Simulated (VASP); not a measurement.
# ZnCu2SnSe4 (I-42m) in VASP: single point with r2SCAN

Aim: the single point of ZnCu2SnSe4 with r2SCAN.

All numbers are computed with VASP 6.6.1; they aren't measurements. Logs are shortened: lines on timing, memory, paths and dates and some standing lists are left out, and cuts for length are marked.

## (1) The cell of the first run

The structure is tetragonal, space group I-42m (No. 121). Conventional cell: a = 5.689 Å, b = 5.689 Å, c = 11.421 Å, α = 90.00°, β = 90.00°, γ = 90.00°. Zn (site symmetry -42m) has 4 Se at 2.47 Å within 3.3 Å. Cu (site symmetry -4) has 4 Se at 2.41 Å within 3.2 Å. Within 3.4 Å of Sn (site symmetry -42m) lie 4 Se at 2.59 Å. Within 3.2 Å of Se (site symmetry m) lie 2 Cu at 2.41 Å and 1 Zn at 2.47 Å and 1 Sn at 2.59 Å.

## (2) Single point, r2SCAN

File POSCAR:

```
ZnCu2SnSe4
1.0
   -2.8443333842      2.8443333842      5.7103070821
    2.8443333842     -2.8443333842      5.7103070821
    2.8443333842      2.8443333842     -5.7103070821
Zn Cu Sn Se
1 2 1 4
Direct
    0.0000000000      0.0000000000      0.0000000000
    0.7500000000      0.2500000000      0.5000000000
    0.2500000000      0.7500000000      0.5000000000
    0.5000000000      0.5000000000      0.0000000000
    0.6247012507      0.6247012507      0.5178890392
    0.3752987493      0.8931877885      0.0000000000
    0.1068122115      0.1068122115      0.4821109608
    0.8931877885      0.3752987493      0.0000000000
```

File INCAR.step1:

```
  PREC = Accurate
  ENCUT = 520
  ISMEAR = -1
  SIGMA = 0.1
  LREAL = F
  LASPH = T
  NELM = 80
  NBANDS = 46
  GGA = PE
  ALGO = Normal
  EDIFF = 1E-4
  LWAVE = T
  LCHARG = F
```

File INCAR.step2:

```
  PREC = Accurate
  ENCUT = 520
  EDIFF = 1E-6
  ISMEAR = -1
  SIGMA = 0.1
  LREAL = F
  LASPH = T
  NELM = 80
  ALGO = Normal
  ISIF = 2
  LWAVE = F
  LCHARG = T
  METAGGA = R2SCAN
  LMIXTAU = T
  LELF = T
  LVHAR = T
  NBANDS = 46
  ISTART = 1
```

File KPOINTS:

```
regular mesh
0
Gamma
  7 7 7
```

Potentials or basis: VASP PAW PBE potentials, release 64 (Zn, Cu, Sn_d, Se).

Launch:

```bash
cat potpaw_PBE.64/Zn/POTCAR potpaw_PBE.64/Cu/POTCAR potpaw_PBE.64/Sn_d/POTCAR potpaw_PBE.64/Se/POTCAR > POTCAR
cp INCAR.step1 INCAR
mpirun -np 1 vasp_std > vasp.out
cp INCAR.step2 INCAR
mpirun -np 1 vasp_std > vasp.out
```

OUTCAR:

```text
PREC = Accurate
   ENCUT = 520
   EDIFF = 1E-6
   ISMEAR = -1
   LREAL = F
   LASPH = T
   NELM = 80
   ISIF = 2
   METAGGA = R2SCAN
   ISTART = 1

 ion  position               nearest neighbor table
   1  0.000  0.000  0.000-   6 2.47   7 2.47   8 2.47   5 2.47
   2  0.750  0.250  0.500-   5 2.41   7 2.41   8 2.41   6 2.41
   3  0.250  0.750  0.500-   5 2.41   6 2.41   7 2.41   8 2.41
   4  0.500  0.500  0.000-   7 2.59   6 2.59   8 2.59   5 2.59
   5  0.625  0.625  0.518-   2 2.41   3 2.41   1 2.47   4 2.59
   6  0.375  0.893  0.000-   2 2.41   3 2.41   1 2.47   4 2.59
   7  0.107  0.107  0.482-   2 2.41   3 2.41   1 2.47   4 2.59
   8  0.893  0.375  0.000-   3 2.41   2 2.41   1 2.47   4 2.59

  LATTYP: Found a body centered tetragonal cell.
 ALAT       =     5.6886667684
 C/A-ratio  =     2.0076082198

  Lattice vectors:

 A1 = (  -2.8443333842,   2.8443333842,   5.7103070821)
 A2 = (   2.8443333842,  -2.8443333842,   5.7103070821)
 A3 = (   2.8443333842,   2.8443333842,  -5.7103070821)

Analysis of symmetry for initial positions (statically):
=====================================================================
 Subroutine PRICEL returns:
 Original cell was already a primitive cell.

 Routine SETGRP: Setting up the symmetry group for a
 body centered tetragonal supercell.

 Subroutine GETGRP returns: Found  8 space group operations
 (whereof  8 operations were pure point group operations)
 out of a pool of 16 trial point group operations.

The static configuration has the point symmetry D_2d.

Analysis of symmetry for dynamics (positions and initial velocities):
=====================================================================
 Subroutine PRICEL returns:
 Original cell was already a primitive cell.

 Routine SETGRP: Setting up the symmetry group for a
 body centered tetragonal supercell.

 Subroutine GETGRP returns: Found  8 space group operations
 (whereof  8 operations were pure point group operations)
 out of a pool of 16 trial point group operations.

The dynamic configuration has the point symmetry D_2d.

 Subroutine INISYM returns: Found  8 space group operations
 (whereof  8 operations are pure point group operations),
 and found     1 'primitive' translations

----------------------------------------------------------------------------------------

                                     Primitive cell
[... 102 lines left out ...]
   NELM   =     80;   NELMIN=  2; NELMDL=  0     # of ELM steps
   EDIFF  = 0.1E-05   stopping-criterion for ELM
   LREAL  =      F    real-space projection
   EDIFFG = 0.1E-04   stopping-criterion for IOM
   NSW    =      0    number of steps for IOM
   IBRION =     -1    ionic relax: 0-MD 1-quasi-New 2-CG
   NFREE  =      0    steps in history (QN), initial steepest desc. (CG)
   ISIF   =      2    stress and relaxation
   ISYM   =      2    0-nonsym 1-usesym 2-fastsym
   POTIM  = 0.5000    time-step for ionic-motion
   TEBEG  =    0.0;   TEEND  =   0.0 temperature during run
   PSTRESS=    0.0 pullay stress
   NELECT =      72.0000    total number of electrons
   NUPDOWN=      -1.0000    fix difference up-down
   EMIN   =  10.00;   EMAX   =-10.00  energy-range for DOS
   EFERMI =   0.00;   METHOD = LEGACY
   ISMEAR =    -1;   SIGMA  =   0.10  broadening in eV -4-tet -1-fermi 0-gaus
   EFERMI_NEDOS =   21; number of points for ismear=-14 and -15
   IALGO  =     38    algorithm
   IMIX   =      4    mixing-type and parameters
     AMIX     =   0.40;   BMIX     =  1.00
     AMIX_MAG =   1.60;   BMIX_MAG =  1.00
  volume/ion in A,a.u.               =      23.10       155.88
  Fermi-wavevector in a.u.,A,eV,Ry     =   1.195709  2.259562 19.452523  1.429720
  Thomas-Fermi vector in A             =   2.331668
   LORBIT       =      0    0 simple, 1 ext, 2 COOP (PROOUT), +10 PAW based schemes
   METAGGA = R2SCAN    functional components
   LHFCALC =     F    Hartree Fock is set to
   AEXX    =    0.0000 exact exchange contribution
   IVDW    =     0    specifies the selected vdW correction
   LEPSILON=     F    determine dielectric tensor
   LRPA    =     F    only Hartree local field effects (RPA)
 non-spin polarized calculation
  energy-cutoff  :      520.00
  volume of cell :      184.79
 maximum number of plane-waves:      5008
 NGX is ok and might be reduce to    54
   NGX = 25   NGY = 25   NGZ = 25

 number of electron      72.0000007 magnetization

 Free energy of the ion-electron system (eV)
  ---------------------------------------------------
  ext. energy  EPLUGINS =         0.00000000
  ---------------------------------------------------
  free energy    TOTEN  =      -116.34400788 eV

  energy without entropy =     -116.33354333  energy(sigma->0) =     -116.33877561

 E-fermi :   4.0103     XC(G=0): -10.0438

 val. band max:        3.8185789971   @ k =   0.0000   0.0000   0.0000
 cond. band min:       4.2552721912   @ k =   0.4286   0.4286   0.0000
 fundamental gap:      0.4366931942
 Fermi energy:         4.0102539732

 k-point     1 :       0.0000    0.0000    0.0000
  band No.  band energies     occupation
      1     -19.2537      2.00000
      2     -19.2537      2.00000
      3     -19.2404      2.00000
      4     -19.1850      2.00000
      5     -19.1703      2.00000
      6     -11.1800      2.00000
[... 1165 lines left out ...]
     45       9.5356      0.00000
     46       9.7450      0.00000

 [... further k-points ...]
[... 5 lines left out ...]
  --------------------------------------------------------------------------------------
  -------------------------------------------------------------------------------------
  Total        0.0949908      0.0949908      0.0715034      0.0000000      0.0000000      0.0000000
  in kB        0.8235909      0.8235909      0.6199501      0.0000000      0.0000000      0.0000000
  external PRESSURE =       0.7557106 kB  Pullay stress =       0.0000000 kB

 VOLUME and BASIS-vectors are now :
 -----------------------------------------------------------------------------
  energy-cutoff  :      520.00
  volume of cell :      184.79
      direct lattice vectors                 reciprocal lattice vectors
    -2.844333384  2.844333384  5.710307082     0.000000000  0.175788114  0.087560965
     2.844333384 -2.844333384  5.710307082     0.175788114  0.000000000  0.087560965
     2.844333384  2.844333384 -5.710307082     0.175788114  0.175788114  0.000000000

 POSITION                                       TOTAL-FORCE (eV/Angst)
 -----------------------------------------------------------------------------------
      0.00000      0.00000      0.00000         0.000000     -0.000000     -0.000000
      0.00000      2.84433      2.85515         0.000000     -0.000000     -0.000000
      2.84433      0.00000      2.85515         0.000000     -0.000000     -0.000000
      0.00000      0.00000      5.71031         0.000000     -0.000000     -0.000000
      1.47305      1.47305      4.17717        -0.001452     -0.001452      0.002276
      1.47305     -1.47305      7.24345        -0.001452      0.001452     -0.002276
      1.37128      1.37128     -1.53314         0.001452      0.001452      0.002276
     -1.47305      1.47305      7.24345         0.001452     -0.001452     -0.002276
 -----------------------------------------------------------------------------------
    total drift:                               -0.000425     -0.000425      0.000157

  FREE ENERGIE OF THE ION-ELECTRON SYSTEM (eV)
  ---------------------------------------------------
  free  energy   TOTEN  =      -116.3440078832 eV

  energy  without entropy=     -116.3335433284  energy(sigma->0) =     -116.33877561
```

OSZICAR.step1:

```text
N       E                     dE             d eps       ncg     rms          rms(c)
DAV:   1     0.695479249734E+03    0.69548E+03   -0.31718E+04  3694   0.190E+03
DAV:   2     0.856883606690E+02   -0.60979E+03   -0.58817E+03  3680   0.486E+02
DAV:   3    -0.234793643761E+02   -0.10917E+03   -0.10622E+03  4464   0.198E+02
DAV:   4    -0.310596657734E+02   -0.75803E+01   -0.74820E+01  4664   0.513E+01
DAV:   5    -0.313770371169E+02   -0.31737E+00   -0.31678E+00  5190   0.116E+01    0.126E+01
DAV:   6    -0.315904608519E+02   -0.21342E+00   -0.32312E+01  5390   0.911E+01    0.982E+00
DAV:   7    -0.294585613191E+02    0.21319E+01   -0.81803E+00  4904   0.686E+01    0.477E+00
DAV:   8    -0.296211678803E+02   -0.16261E+00   -0.35498E+00  5848   0.241E+01    0.331E+00
DAV:   9    -0.295209565502E+02    0.10021E+00   -0.11340E+00  5160   0.185E+01    0.793E-01
DAV:  10    -0.295131436088E+02    0.78129E-02   -0.88964E-02  5420   0.576E+00    0.180E-01
DAV:  11    -0.295147045007E+02   -0.15609E-02   -0.11025E-02  5730   0.107E+00    0.136E-01
DAV:  12    -0.295147948922E+02   -0.90392E-04   -0.26973E-03  5216   0.933E-01    0.656E-02
DAV:  13    -0.295147265871E+02    0.68305E-04   -0.30919E-04  3162   0.335E-01
   1 F= -.29514727E+02 E0= -.29505349E+02  d E =-.187557E-01
```

Run time: 85 min. Hardware: 1 thread of Intel Xeon 8259CL, shared host; peak memory 0.68 GiB.

Results:

```yaml
Free_energy: -116.3440 eV
Pressure: 0.1 GPa
Largest_force: 0.003 eV/Å
Band_gap_on_the_k_mesh: zero (filled and empty bands touch)
```

Forces on the atoms (eV/Å):
```
Zn   0.000  0.000  0.000
Cu   0.000  0.000  0.000
Cu   0.000  0.000  0.000
Sn   0.000  0.000  0.000
Se  -0.001 -0.001  0.002
Se  -0.001  0.001 -0.002
Se   0.001  0.001  0.002
Se   0.001 -0.001 -0.002
```

Caveat: semilocal functionals underestimate gaps, and a narrow one can read as zero; the PAW data sets were made with another functional, which shifts forces and pressure a little; spin-orbit coupling is left out, which moves the levels of the heavy elements.

The gap in the log of VASP goes by the Fermi energy; the results here count the filled bands.